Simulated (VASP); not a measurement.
# C in VASP: further runs

Runs on C. Level: PBEsol. Tasks: single point, relaxation of cell and atoms.

Program: VASP 6.6.1. These are calculated values, not measurements. Logs are shortened: lines on timing, memory, paths and dates and some standing lists are left out, and cuts for length are marked.

### Step 1. The cell of the first run

It takes space group P6_3/mmc (No. 194, hexagonal). Conventional cell: a = 2.459 Å, b = 2.459 Å, c = 7.247 Å, α = 90.00°, β = 90.00°, γ = 120.00°. Within 1.9 Å of C (site symmetry -6m2) lie 3 C at 1.42 Å. C (site symmetry -6m2) has 3 C at 1.42 Å within 1.9 Å.

### Step 2. Single point, PBEsol

Input file INCAR:

```
PREC = Accurate
ENCUT = 520
EDIFF = 1E-6
ISMEAR = -1
SIGMA = 0.1
LREAL = False
LASPH = True
NELM = 60
ALGO = Normal
ISIF = 2
LWAVE = False
LCHARG = True
GGA = PS
LELF = True
LVHAR = True
NBANDS = 16
```

Input file KPOINTS:

```
regular mesh
0
Gamma
  14 14 6
```

Input file POSCAR:

```
C
1.0
    2.4588679805      0.0000000000      0.0000000000
   -1.2294339902      2.1294421357      0.0000000000
    0.0000000000      0.0000000000      7.2472910995
C
4
Direct
    0.0000000000      0.0000000000      0.0025001411
    0.0000000000      0.0000000000      0.5025001411
    0.3333333333      0.6666666667      0.0024998589
    0.6666666667      0.3333333333      0.5024998589
```

Potentials or basis: VASP PAW PBE potentials, release 64 (C).

The run is started by

```sh
$ cat potpaw_PBE.64/C/POTCAR > POTCAR
$ mpirun -np 1 vasp_std > vasp.out
```

OUTCAR:

```text
PREC = Accurate
   ENCUT = 520
   EDIFF = 1E-6
   ISMEAR = -1
   LREAL = False
   LASPH = True
   NELM = 60
   ISIF = 2
   GGA = PS

 ion  position               nearest neighbor table
   1  0.000  0.000  0.003-   3 1.42   3 1.42   3 1.42
   2  0.000  0.000  0.503-   4 1.42   4 1.42   4 1.42
   3  0.333  0.667  0.002-   1 1.42   1 1.42   1 1.42
   4  0.667  0.333  0.502-   2 1.42   2 1.42   2 1.42

  LATTYP: Found a hexagonal cell.
 ALAT       =     2.4588679805
 C/A-ratio  =     2.9474096035

  Lattice vectors:

 A1 = (   2.4588679805,   0.0000000000,   0.0000000000)
 A2 = (  -1.2294339902,   2.1294421357,   0.0000000000)
 A3 = (   0.0000000000,   0.0000000000,   7.2472910995)

Analysis of symmetry for initial positions (statically):
=====================================================================
 Subroutine PRICEL returns:
 Original cell was already a primitive cell.

 Routine SETGRP: Setting up the symmetry group for a
 hexagonal supercell.

 Subroutine GETGRP returns: Found 24 space group operations
 (whereof  6 operations were pure point group operations)
 out of a pool of 24 trial point group operations.

The static configuration has the point symmetry C_3v.
 The point group associated with its full space group is D_6h.

Analysis of symmetry for dynamics (positions and initial velocities):
=====================================================================
 Subroutine PRICEL returns:
 Original cell was already a primitive cell.

 Routine SETGRP: Setting up the symmetry group for a
 hexagonal supercell.

 Subroutine GETGRP returns: Found 24 space group operations
 (whereof  6 operations were pure point group operations)
 out of a pool of 24 trial point group operations.

The dynamic configuration has the point symmetry C_3v.
 The point group associated with its full space group is D_6h.

 Subroutine INISYM returns: Found 24 space group operations
 (whereof  6 operations are pure point group operations),
 and found     1 'primitive' translations

----------------------------------------------------------------------------------------

                                     Primitive cell

  volume of cell :      37.9469

  direct lattice vectors                    reciprocal lattice vectors
     2.458867980  0.000000000  0.000000000     0.406691212  0.234803281  0.000000000
    -1.229433990  2.129442136  0.000000000     0.000000000  0.469606562  0.000000000
     0.000000000  0.000000000  7.247291099     0.000000000  0.000000000  0.137982590

  length of vectors
     2.458867980  2.458867981  7.247291099     0.469606562  0.469606562  0.137982590

  position of ions in fractional coordinates (direct lattice)
     0.000000000  0.000000000  0.002500141
     0.000000000  0.000000000  0.502500141
     0.333333333  0.666666667  0.002499859
     0.666666667  0.333333333  0.502499859

  ion indices of the primitive-cell ions
   primitive index   ion index
                 1           1
                 2           2
                 3           3
                 4           4

----------------------------------------------------------------------------------------

 KPOINTS: regular mesh

Automatic generation of k-mesh.
 Grid dimensions read from file:
 generate k-points for:   14   14    6

 Generating k-lattice:

  Cartesian coordinates                     Fractional coordinates (reciprocal lattice)
     0.029049372  0.016771663  0.000000000     0.071428571  0.000000000  0.000000000
     0.000000000  0.033543326  0.000000000     0.000000000  0.071428571  0.000000000
     0.000000000  0.000000000  0.022997098     0.000000000  0.000000000  0.166666667

  Length of vectors
     0.033543326  0.033543326  0.022997098

  Shift w.r.t. Gamma in fractional coordinates (k-lattice)
     0.000000000  0.000000000  0.000000000

 Subroutine IBZKPT returns following result:
 ===========================================

 Found     96 irreducible k-points:

 Following reciprocal coordinates:
            Coordinates               Weight
  0.000000  0.000000  0.000000      1.000000
  0.071429  0.000000  0.000000      6.000000
  0.142857  0.000000  0.000000      6.000000
  0.214286  0.000000  0.000000      6.000000
  0.285714 -0.000000  0.000000      6.000000
  0.357143  0.000000  0.000000      6.000000
[... 16 lines left out ...]
  0.285714  0.285714  0.000000      6.000000
  0.357143  0.285714  0.000000      6.000000
 [... further k-points ...]
   k-points           NKPTS =     96   k-points in BZ     NKDIM =     96   number of bands    NBANDS=     16
   number of dos      NEDOS =    301   number of ions     NIONS =      4
   total plane-waves  NPLWV =  17496
   dimension x,y,z NGX =    18 NGY =   18 NGZ =   54
   dimension x,y,z NGXF=    36 NGYF=   36 NGZF=  108
   ions per type =               4
   NGX,Y,Z   is equivalent  to a cutoff of  12.17, 12.17, 12.39 a.u.
   NGXF,Y,Z  is equivalent  to a cutoff of  24.34, 24.34, 24.77 a.u.
 SYSTEM =  unknown system
   PREC   = accura    normal or accurate (medium, high low for compatibility)
   ISTART =      0    job   : 0-new  1-cont  2-samecut
   ICHARG =      2    charge: 1-file 2-atom 10-const
   ISPIN  =      1    spin polarized calculation?
   LNONCOLLINEAR =      F non collinear calculations
   LSORBIT =      F    spin-orbit coupling
   LASPH  =      T    aspherical Exc in radial PAW
   ENCUT  =  520.0 eV  38.22 Ry    6.18 a.u.   4.57  4.57 13.48*2*pi/ulx,y,z
   NELM   =     60;   NELMIN=  2; NELMDL= -5     # of ELM steps
   EDIFF  = 0.1E-05   stopping-criterion for ELM
   LREAL  =      F    real-space projection
   EDIFFG = 0.1E-04   stopping-criterion for IOM
   NSW    =      0    number of steps for IOM
   IBRION =     -1    ionic relax: 0-MD 1-quasi-New 2-CG
   NFREE  =      0    steps in history (QN), initial steepest desc. (CG)
   ISIF   =      2    stress and relaxation
   ISYM   =      2    0-nonsym 1-usesym 2-fastsym
   POTIM  = 0.5000    time-step for ionic-motion
   TEBEG  =    0.0;   TEEND  =   0.0 temperature during run
   PSTRESS=    0.0 pullay stress
   NELECT =      16.0000    total number of electrons
   NUPDOWN=      -1.0000    fix difference up-down
   EMIN   =  10.00;   EMAX   =-10.00  energy-range for DOS
   EFERMI =   0.00;   METHOD = LEGACY
   ISMEAR =    -1;   SIGMA  =   0.10  broadening in eV -4-tet -1-fermi 0-gaus
   EFERMI_NEDOS =   21; number of points for ismear=-14 and -15
   IALGO  =     38    algorithm
   IMIX   =      4    mixing-type and parameters
     AMIX     =   0.40;   BMIX     =  1.00
     AMIX_MAG =   1.60;   BMIX_MAG =  1.00
  volume/ion in A,a.u.               =       9.49        64.02
  Fermi-wavevector in a.u.,A,eV,Ry     =   1.227597  2.319822 20.503912  1.506995
  Thomas-Fermi vector in A             =   2.362555
   LORBIT       =      0    0 simple, 1 ext, 2 COOP (PROOUT), +10 PAW based schemes
   GGA     = PS    functional components
   LHFCALC =     F    Hartree Fock is set to
   AEXX    =    0.0000 exact exchange contribution
   IVDW    =     0    specifies the selected vdW correction
   LEPSILON=     F    determine dielectric tensor
   LRPA    =     F    only Hartree local field effects (RPA)
 non-spin polarized calculation
  energy-cutoff  :      520.00
  volume of cell :       37.95
 maximum number of plane-waves:      1046
   NGX =  9   NGY =  9   NGZ = 27

 number of electron      15.9999996 magnetization

 Free energy of the ion-electron system (eV)
  ---------------------------------------------------
  ext. energy  EPLUGINS =         0.00000000
  ---------------------------------------------------
  free energy    TOTEN  =       -38.58218930 eV

  energy without entropy =      -38.58172400  energy(sigma->0) =      -38.58195665

 E-fermi :   4.0156     XC(G=0): -10.0168

 val. band max:        3.5340764931   @ k =   0.3571   0.2857   0.0000
 cond. band min:       4.5404580593   @ k =   0.3571   0.2857   0.0000
 fundamental gap:      1.0063815662
 Fermi energy:         4.0155522862

 k-point     1 :       0.0000    0.0000    0.0000
  band No.  band energies     occupation
      1     -15.6228      2.00000
      2     -15.4574      2.00000
      3      -4.3378      2.00000
      4      -3.0024      2.00000
      5       1.0066      2.00000
      6       1.0067      2.00000
[... 8 lines left out ...]
     15      15.5093      0.00000
     16      15.6222      0.00000

 k-point     2 :       0.0714    0.0000    0.0000
  band No.  band energies     occupation
      1     -15.5009      2.00000
      2     -15.3368      2.00000
      3      -4.1894      2.00000
      4      -2.8609      2.00000
      5       0.5177      2.00000
      6       0.5315      2.00000
[... 8 lines left out ...]
     15      15.0769      0.00000
     16      15.2091      0.00000

 k-point     3 :       0.1429    0.0000    0.0000
  band No.  band energies     occupation
      1     -15.1360      2.00000
      2     -14.9762      2.00000
      3      -3.7465      2.00000
      4      -2.4396      2.00000
      5      -0.7618      2.00000
      6      -0.7357      2.00000
[... 8 lines left out ...]
     15      14.2850      0.00000
     16      14.3096      0.00000

 k-point     4 :       0.2143    0.0000    0.0000
  band No.  band energies     occupation
      1     -14.5312      2.00000
      2     -14.3780      2.00000
      3      -3.0172      2.00000
      4      -2.4838      2.00000
      5      -2.4424      2.00000
      6      -1.7496      2.00000
[... 8 lines left out ...]
     15      16.3205      0.00000
     16      16.3439      0.00000
[... 324 lines left out ...]
 k-point    22 :       0.3571    0.2143    0.0000
  band No.  band energies     occupation
      1      -9.9833      2.00000
      2      -9.8872      2.00000
      3      -8.2284      2.00000
      4      -8.1547      2.00000
      5      -5.1203      2.00000
      6      -5.0671      2.00000
[... 8 lines left out ...]
     15      15.7253      0.00000
     16      16.3085      0.00000

 k-point    23 :       0.2857    0.2857    0.0000
  band No.  band energies     occupation
      1     -10.0638      2.00000
      2      -9.9614      2.00000
      3      -7.4838      2.00000
      4      -7.4405      2.00000
      5      -5.9500      2.00000
      6      -5.9199      2.00000
[... 8 lines left out ...]
     15      16.4410      0.00000
     16      17.8137      0.00000

 k-point    24 :       0.3571    0.2857    0.0000
  band No.  band energies     occupation
      1      -9.0174      2.00000
      2      -8.9658      2.00000
      3      -8.3416      2.00000
      4      -8.3368      2.00000
      5      -6.3563      2.00000
      6      -6.3144      2.00000
[... 8 lines left out ...]
     15      16.3367      0.00000
     16      17.7798      0.00000

 [... further k-points ...]

------------------------ aborting loop because EDIFF is reached ----------------------------------------

  FORCE on cell =-STRESS in cart. coord.  units (eV):
  Direction    XX          YY          ZZ          XY          YZ          ZX
  --------------------------------------------------------------------------------------
  -------------------------------------------------------------------------------------
  Total        0.2281807      0.2281807     -0.0109694      0.0000000     -0.0000000      0.0000000
  in kB        9.6341362      9.6341362     -0.4631461      0.0000000     -0.0000000      0.0000000
  external PRESSURE =       6.2683754 kB  Pullay stress =       0.0000000 kB

 VOLUME and BASIS-vectors are now :
 -----------------------------------------------------------------------------
  energy-cutoff  :      520.00
  volume of cell :       37.95
      direct lattice vectors                 reciprocal lattice vectors
     2.458867980  0.000000000  0.000000000     0.406691212  0.234803281  0.000000000
    -1.229433990  2.129442136  0.000000000     0.000000000  0.469606562  0.000000000
     0.000000000  0.000000000  7.247291099     0.000000000  0.000000000  0.137982590

 POSITION                                       TOTAL-FORCE (eV/Angst)
 -----------------------------------------------------------------------------------
      0.00000      0.00000      0.01812        -0.000000      0.000000     -0.000000
      0.00000      0.00000      3.64176         0.000000     -0.000000      0.000000
     -0.00000      1.41963      0.01812         0.000000     -0.000000      0.000000
      1.22943      0.70981      3.64176        -0.000000      0.000000     -0.000000
 -----------------------------------------------------------------------------------
    total drift:                               -0.000000     -0.000000      0.002438

  FREE ENERGIE OF THE ION-ELECTRON SYSTEM (eV)
  ---------------------------------------------------
  free  energy   TOTEN  =       -38.5821893031 eV

  energy  without entropy=      -38.5817240031  energy(sigma->0) =      -38.58195665
```

Wall time 24 s (1 thread of AMD EPYC 9R45 (Zen 5), shared host); peak memory 0.13 GiB.

What came out:

```yaml
Free_energy: -38.5822 eV
Pressure: 0.6 GPa
Band_gap_on_the_k_mesh: 1.01 eV, direct
```

Caveat: the PAW data sets were made with another functional, which shifts forces and pressure a little; this functional lacks dispersion, which binds the layers, so the pressure and a relaxed spacing across them are unreliable. A k mesh can miss the band edges.

### Step 3. Relaxation of cell and atoms, PBEsol

This run uses another cell than the first one, of 8.97 Å³/atom, 0.945 times its volume.

Input file INCAR:

```
SYSTEM = C
PREC = Accurate
ENCUT = 600
EDIFF = 1E-7
ISMEAR = -1
SIGMA = 0.1
LREAL = .False.
LASPH = .True.
NELM = 100
ALGO = Normal
ISIF = 3
LWAVE = .False.
LCHARG = .False.
GGA = PS
IBRION = 2
NSW = 100
EDIFFG = -0.002
```

Input file KPOINTS:

```
Automatic mesh
0
Gamma
  14 14 6
  0 0 0
```

Input file POSCAR:

```
C
1.0
    2.4700000000      0.0000000000      0.0000000000
   -1.2350000000      2.1390827473      0.0000000000
    0.0000000000      0.0000000000      6.7900000000
C
4
Direct
    0.0000000000      0.0000000000      0.0000000000
    0.0000000000      0.0000000000      0.5000000000
    0.3333333333      0.6666666667      0.0050000000
    0.6666666667      0.3333333333      0.5050000000
```

Potentials or basis: VASP PAW PBE potentials, release 64 (C).

The run is started by

```sh
$ cat potpaw_PBE.64/C/POTCAR > POTCAR
$ mpirun -np 1 vasp_std > vasp.out
```

Run time: 6.7 min. Hardware: 1 thread of AMD EPYC 9R45 (Zen 5), shared host; peak memory 0.14 GiB.

Results (log left out):

| Quantity | Value |
| --- | --- |
| Free energy | -38.5884 eV |
| Relaxed volume | 9.33 Å³/atom |
| Relaxed cell | a = 2.460 Å, b = 2.460 Å, c = 7.125 Å, α = 90.00°, β = 90.00°, γ = 120.00° |
| Space group after relaxing (to 0.05 Å) | P6_3/mmc (No. 194) |
| Energy gained by relaxing | 6.9 meV/atom |
| Ionic steps | 35 |
| Pressure after relaxing | 0.0 GPa |
| Band gap on the k mesh | 0.99 eV, direct |

The path:
```
step  energy change (eV)  largest force (eV/Å)  pressure (GPa)  volume (Å³)
   1              0.0000                0.5696           -3.22        35.88
   2              0.0095                0.3502            8.57        34.94
   3             -0.0217                0.1486            2.01        35.45
   4             -0.0209                0.1754           -1.85        35.85
   5             -0.0244                0.0036            0.18        35.64
   6             -0.0246                0.0075            0.22        35.69
   7             -0.0252                0.0194            0.33        35.84
   8             -0.0260                0.0435            0.56        36.14
   9             -0.0263                0.0925            1.03        36.75
  10             -0.0264                0.0913            0.98        36.77
  11             -0.0266                0.0875            0.86        36.84
  12             -0.0268                0.0800            0.60        36.97
  13             -0.0272                0.0649            0.07        37.25
  14             -0.0272                0.0591           -0.12        37.35
  15             -0.0272                0.0557           -0.23        37.41
  16             -0.0272                0.0572           -0.18        37.38
  17             -0.0273                0.0465           -0.14        37.38
  18             -0.0274                0.0144            0.02        37.38
  19             -0.0274                0.0039            0.07        37.39
  20             -0.0274                0.0021            0.02        37.39
  21             -0.0274                0.0007           -0.02        37.39
  22             -0.0274                0.0008           -0.02        37.39
  23             -0.0274                0.0004           -0.02        37.39
  24             -0.0274                0.0008           -0.01        37.39
  25             -0.0274                0.0033            0.00        37.38
  26             -0.0274                0.0032           -0.01        37.38
  27             -0.0274                0.0032            0.00        37.38
  28             -0.0274                0.0031           -0.01        37.37
  29             -0.0274                0.0028           -0.02        37.36
  30             -0.0274                0.0023           -0.04        37.35
  31             -0.0274                0.0025           -0.05        37.35
  32             -0.0274                0.0024           -0.05        37.35
  33             -0.0274                0.0023           -0.06        37.35
  34             -0.0274                0.0001            0.04        37.34
  35             -0.0274                0.0009            0.01        37.34
```

Final structure:
```cif
data_structure
_symmetry_space_group_name_H-M 'P 1'
_symmetry_Int_Tables_number 1
_cell_length_a 2.4599
_cell_length_b 2.4599
_cell_length_c 7.1251
_cell_angle_alpha 90.000
_cell_angle_beta 90.000
_cell_angle_gamma 120.000
_cell_volume 37.34
loop_
_atom_site_label
_atom_site_type_symbol
_atom_site_fract_x
_atom_site_fract_y
_atom_site_fract_z
_atom_site_occupancy
C1 C 0.00000 0.00000 0.00250 1
C2 C 0.00000 0.00000 0.50250 1
C3 C 0.33333 0.66667 0.00250 1
C4 C 0.66667 0.33333 0.50250 1
```

Levels at points of the mesh, in eV from the valence-band top:
```csv
k point,band 4,band 5,band 6,band 7,band 8,band 9,band 10,band 11,band 12
"(0.00, 0.00, 0.00)",-6.46,-2.54,-2.54,-2.53,-2.53,4.07,8.79,8.79,8.82
"(0.50, 0.00, 0.00)",-12.79,-5.97,-5.94,-2.21,-1.71,1.92,2.47,7.76,8.01
"(0.00, 0.00, 0.50)",-7.26,-2.53,-2.53,-2.53,-2.53,6.28,6.28,8.80,8.80
"(0.50, 0.00, 0.50)",-12.82,-5.95,-5.95,-1.93,-1.93,2.08,2.08,7.88,7.88
```

Caveat: the PAW data sets were made with another functional, which shifts forces and pressure a little; this functional lacks dispersion, which binds the layers, so the pressure and a relaxed spacing across them are unreliable.
